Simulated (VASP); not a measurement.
# MgO (P-6m2) in VASP: G0W0 quasiparticle levels with LDA

Aim: the G0W0 quasiparticle levels of MgO with LDA.

Everything below comes from runs of VASP 6.6.1. Logs are shortened: lines on timing, memory, paths and dates and some standing lists are left out, and cuts for length are marked.

## Step 1: The cell of the first run

It takes space group P-6m2 (No. 187, hexagonal). The conventional cell has a = 2.938 Å, b = 2.938 Å, c = 2.680 Å, α = 90.00°, β = 90.00°, γ = 120.00°. Within 2.9 Å of Mg (site symmetry -6m2) lie 6 O at 2.16 Å and 2 Mg at 2.68 Å. Within 2.9 Å of O (site symmetry -6m2) lie 6 Mg at 2.16 Å and 2 O at 2.68 Å.

## Step 2: G0W0 quasiparticle levels, LDA

File POSCAR:

```
MgO
1.0
    2.9380200249      0.0000000000      0.0000000000
   -1.4690100125      2.5443999784      0.0000000000
    0.0000000000      0.0000000000      2.6796800000
Mg O
1 1
Direct
    0.0000000000      0.0000000000      0.0000000000
    0.3333333333      0.6666666667      0.5000000000
```

File INCAR.step1:

```
ALGO = Normal
EDIFF = 1E-8
ENCUT = 500
ISMEAR = 0
LASPH = True
LCHARG = False
LREAL = False
LWAVE = True
NELM = 80
PREC = Accurate
SIGMA = 0.01
```

File INCAR.step2:

```
ALGO = Exact
EDIFF = 1E-8
ENCUT = 500
ISMEAR = 0
ISTART = 1
LASPH = True
LCHARG = False
LOPTICS = True
LREAL = False
LWAVE = True
NBANDS = 64
NELM = 1
PREC = Accurate
SIGMA = 0.01
```

File INCAR.step3:

```
ALGO = EVGW0
EDIFF = 1E-8
ENCUT = 500
ENCUTGW = 80.0
ISMEAR = 0
ISTART = 1
LASPH = True
LCHARG = False
LREAL = False
LWAVE = False
NBANDS = 64
NBANDSGW = 12
NELMGW = 1
NOMEGA = 48
PREC = Accurate
PRECFOCK = Fast
SIGMA = 0.01
```

File KPOINTS:

```
k-points
0
Gamma
  3 3 3
```

Potentials or basis: VASP PAW LDA potentials, release 64 (Mg_GW, O_GW).

Launch:

```console
$ cat potpaw_LDA.64/Mg_GW/POTCAR potpaw_LDA.64/O_GW/POTCAR > POTCAR
$ cp INCAR.step1 INCAR
$ mpirun -np 1 vasp_std > vasp.out
$ cp INCAR.step2 INCAR
$ mpirun -np 1 vasp_std > vasp.out
$ cp INCAR.step3 INCAR
$ mpirun -np 1 vasp_std > vasp.out
```

OUTCAR:

```text
EDIFF = 1E-8
   ENCUT = 500
   ENCUTGW = 80.0
   ISMEAR = 0
   ISTART = 1
   LASPH = True
   LREAL = False
   NELMGW = 1
   PREC = Accurate
   PRECFOCK = Fast

 ion  position               nearest neighbor table
   1  0.000  0.000  0.000-   2 2.16   2 2.16   2 2.16   2 2.16   2 2.16   2 2.16
   2  0.333  0.667  0.500-   1 2.16   1 2.16   1 2.16   1 2.16   1 2.16   1 2.16

  LATTYP: Found a hexagonal cell.
 ALAT       =     2.9380200249
 C/A-ratio  =     0.9120700258

  Lattice vectors:

 A1 = (   2.9380200249,   0.0000000000,   0.0000000000)
 A2 = (  -1.4690100125,   2.5443999784,   0.0000000000)
 A3 = (   0.0000000000,   0.0000000000,   2.6796800000)

Analysis of symmetry for initial positions (statically):
=====================================================================
 Subroutine PRICEL returns:
 Original cell was already a primitive cell.

 Routine SETGRP: Setting up the symmetry group for a
 hexagonal supercell.

 Subroutine GETGRP returns: Found 12 space group operations
 (whereof 12 operations were pure point group operations)
 out of a pool of 24 trial point group operations.

The static configuration has the point symmetry D_3h.

Analysis of symmetry for dynamics (positions and initial velocities):
=====================================================================
 Subroutine PRICEL returns:
 Original cell was already a primitive cell.

 Routine SETGRP: Setting up the symmetry group for a
 hexagonal supercell.

 Subroutine GETGRP returns: Found 12 space group operations
 (whereof 12 operations were pure point group operations)
 out of a pool of 24 trial point group operations.

The dynamic configuration has the point symmetry D_3h.

 Subroutine INISYM returns: Found 12 space group operations
 (whereof 12 operations are pure point group operations),
 and found     1 'primitive' translations

----------------------------------------------------------------------------------------
[... 72 lines left out ...]
   ENCUT  =  500.0 eV  36.75 Ry    6.06 a.u.   5.36  5.36  4.89*2*pi/ulx,y,z
   NELM   =     60;   NELMIN=  2; NELMDL=  0     # of ELM steps
   EDIFF  = 0.1E-07   stopping-criterion for ELM
   LREAL  =      F    real-space projection
   EDIFFG = 0.1E-06   stopping-criterion for IOM
   NSW    =      0    number of steps for IOM
   IBRION =     -1    ionic relax: 0-MD 1-quasi-New 2-CG
   NFREE  =      0    steps in history (QN), initial steepest desc. (CG)
   ISIF   =      0    stress and relaxation
   ISYM   =      3    0-nonsym 1-usesym 2-fastsym
   POTIM  = 0.5000    time-step for ionic-motion
   TEBEG  =    0.0;   TEEND  =   0.0 temperature during run
   PSTRESS=    0.0 pullay stress
   NELECT =       8.0000    total number of electrons
   NUPDOWN=      -1.0000    fix difference up-down
   EMIN   =  10.00;   EMAX   =-10.00  energy-range for DOS
   EFERMI =   0.00;   METHOD = LEGACY
   ISMEAR =     0;   SIGMA  =   0.01  broadening in eV -4-tet -1-fermi 0-gaus
   EFERMI_NEDOS =   21; number of points for ismear=-14 and -15
   IALGO  =     38    algorithm
   IMIX   =      4    mixing-type and parameters
     AMIX     =   0.40;   BMIX     =  1.00
     AMIX_MAG =   1.60;   BMIX_MAG =  1.00
  volume/ion in A,a.u.               =      10.02        67.59
  Fermi-wavevector in a.u.,A,eV,Ry     =   1.205583  2.278222 19.775123  1.453431
  Thomas-Fermi vector in A             =   2.341275
   LORBIT       =      0    0 simple, 1 ext, 2 COOP (PROOUT), +10 PAW based schemes
   GGA     = CA    functional components
   LHFCALC =     T    Hartree Fock is set to
   PRECFOCK=fast      Normal, Fast or Accurate (Low or Medium for compatibility)
   ENCUT4O =  -1.0   cutoff for four orbital integrals eV
   NKREDX  =     1    reduce k-point grid by
   NKREDY  =     1    reduce k-point grid by
   NKREDZ  =     1    reduce k-point grid by
   AEXX    =    1.0000 exact exchange contribution
   HFSCREEN=    0.0000 screening length (either q_TF or 0.3 A-1)
   HFSCREENC=   0.0000 screening length for correlation (either q_TF or 0.3 A-1)
   ENCUTFOCK=  -1.0 apply spherical cutoff to Coloumb kernel
   IVDW    =     0    specifies the selected vdW correction
   LEPSILON=     F    determine dielectric tensor
   LRPA    =     F    only Hartree local field effects (RPA)
   LRPAFORCE           =     F    calculate RPA forces
   ENCUTGW             =  80.0    cutoff for response function in eV
   ENCUTGWSOFT         =  64.0    soft cutoff for Coulomb kernel in GW response function in eV
   ENCUTLF             =  -1.0    cutoff for local field effects
   NELMGW              =     1    number of iterations in solving QP/BSE equation
   NELMHF              =     1    number of iterations in the inner HF iteration
   NKREDLFX            =     1    NKREDLFY  =   1   NKREDLFZ  =   1
 non-spin polarized calculation
 Gauss-broadening in eV      SIGMA  =   0.01
  energy-cutoff  :      500.00
  volume of cell :       20.03
 maximum number of plane-waves:       532
 NGX is ok and might be reduce to    24
  NGX = 14; NGY = 14; NGZ = 12
   NGX = 11   NGY = 11   NGZ =  9
 maximum number of plane-waves:        36
 NGX is ok and might be reduce to    10

 QP shifts <psi_nk| G(iteration)W_0 |psi_nk>: iteration 1
 for sc-GW calculations column KS-energies equals QP-energies in previous step
 and V_xc(KS)=  KS-energies - (<T + V_ion + V_H > + <T+V_H+V_ion>^1  + <V_x>^1)

 k-point   1 :       0.0000    0.0000    0.0000
  band No.  KS-energies  QP-energies   sigma(KS)   V_xc(KS)     V^pw_x(r,r')   Z            occupation Imag(sigma)

      1     -14.1036     -16.0840     -20.6866     -17.7887     -29.5192       0.6834       2.0000       1.1752
      2       2.4647       1.7315     -20.2155     -19.2361     -24.7668       0.7486       2.0000       0.1807
      3       2.4647       1.7315     -20.2155     -19.2361     -24.7668       0.7486       2.0000       0.1807
      4       2.6680       1.9226     -20.3370     -19.3398     -24.9266       0.7475       2.0000       0.1787
      5       5.9554       7.0020     -10.3717     -11.6904      -6.5968       0.7936       0.0000      -0.1215
      6      14.6284      15.9815      -7.8464      -9.5657      -3.1666       0.7870       0.0000      -0.1645
      7      18.2533      19.6973      -7.5573      -9.4039      -2.6672       0.7820       0.0000      -0.2614
      8      18.2533      19.6973      -7.5573      -9.4039      -2.6672       0.7820       0.0000      -0.2614
      9      22.6171      23.8360      -7.5298      -9.0457      -2.0982       0.8040       0.0000      -0.7013
     10      23.4764      25.2449      -9.3122     -11.6545      -3.4582       0.7550       0.0000      -0.6954
     11      25.1159      26.9936      -9.4112     -11.8806      -3.4506       0.7604       0.0000      -0.7208
     12      25.1159      26.9936      -9.4112     -11.8806      -3.4506       0.7604       0.0000      -0.7208
[... 68 lines left out ...]
      1     -12.3138     -14.3801     -22.4711     -19.5221     -31.1179       0.7007       2.0000       0.9575
      2       0.1733      -0.8052     -17.8936     -16.5648     -22.4007       0.7364       2.0000       0.2147
      3       0.1896      -0.8095     -17.7432     -16.3900     -22.1857       0.7383       2.0000       0.2121
      4       0.2763      -0.6730     -18.6173     -17.3244     -23.3016       0.7342       2.0000       0.2180
      5       9.8406      10.9687      -8.3282      -9.7722      -4.1120       0.7812       0.0000      -0.1469
      6      13.7719      15.4828      -9.2857     -11.4853      -4.8776       0.7778       0.0000      -0.1650
      7      16.5958      18.3380      -9.7159     -11.9987      -4.8031       0.7632       0.0000      -0.2189
      8      17.9621      19.4918     -10.1684     -12.1556      -5.1969       0.7698       0.0000      -0.3118
      9      18.0536      19.9671     -11.3780     -13.9091      -6.1550       0.7560       0.0000      -0.3551
     10      24.0409      25.6909      -9.3091     -11.4259      -3.6965       0.7795       0.0000      -0.5901
     11      28.7515      30.6761      -8.0059     -10.4394      -2.3414       0.7909       0.0000      -0.7628
     12      30.0005      31.7055      -7.2523      -9.3499      -1.5305       0.8129       0.0000      -0.9670
```

Wall time 21 s (1 thread of Intel Xeon Platinum 8259CL at 2.50GHz (Skylake/Cascade Lake), shared host); peak memory 0.16 GiB.

Results:

* Band gap on the k mesh, mean-field level: 2.87 eV, indirect (least direct gap 3.29 eV)
* Quasiparticle gap: 4.61 eV
* Least direct quasiparticle gap: 5.08 eV

Levels at points of the mesh, in eV from the valence-band top:
| k point | band 2 | band 3 | band 4 | band 5 | band 6 | band 7 |
| --- | --- | --- | --- | --- | --- | --- |
| (0.00, 0.00, 0.00) | -0.62 | -0.62 | -0.41 | 2.87 | 11.55 | 15.17 |

Caveat: the k points lie up to 0.82 Å⁻¹ apart; bands, screening cutoff and mesh are small and nothing is extrapolated, so the quasiparticle values aren't converged. A k mesh can miss the band edges.
